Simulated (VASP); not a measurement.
A run of VASP 6.6.1 is set up as follows.

Contents of INCAR:

```
PREC     = Accurate       # precision mode
ENCUT    = 500            # plane-wave cutoff, eV
EDIFF    = 1E-6           # SCF threshold, eV
ISMEAR   = 1              # smearing method
SIGMA    = 0.01           # smearing width, eV
LREAL    = F              # projectors in reciprocal space
LASPH    = T              # aspherical terms in the spheres
NELM     = 120            # most SCF steps
ALGO     = Normal         # electronic algorithm
ISIF     = 2              # what is computed and relaxed
LWAVE    = F              # write WAVECAR
LCHARG   = F              # write CHGCAR
GGA      = PE             # functional
NBANDS   = 13             # bands
GGA_COMPAT= F
```

File KPOINTS:

```
Automatic mesh
0
Gamma
  10 10 10
```

File POSCAR:

```
Mo
1.0
   -1.5864190195      1.5864190195      1.5864190195
    1.5864190195     -1.5864190195      1.5864190195
    1.5864190195      1.5864190195     -1.5864190195
Mo
1
Direct
    0.0000000000      0.0000000000      0.0000000000
```

Potentials or basis: VASP PAW PBE potentials, release 64 (Mo_sv).

Run with:

```console
$ cat potpaw_PBE.64/Mo_sv/POTCAR > POTCAR
$ mpirun -np 1 vasp_std > vasp.out
```

Problem. What does it give for the band gap on the k mesh?

Solution. Zero (band 7 reaches 16.14 eV, above the bottom of band 8 at 10.95 eV).

Problem. Predict the pressure.

Solution. -3.1 GPa.
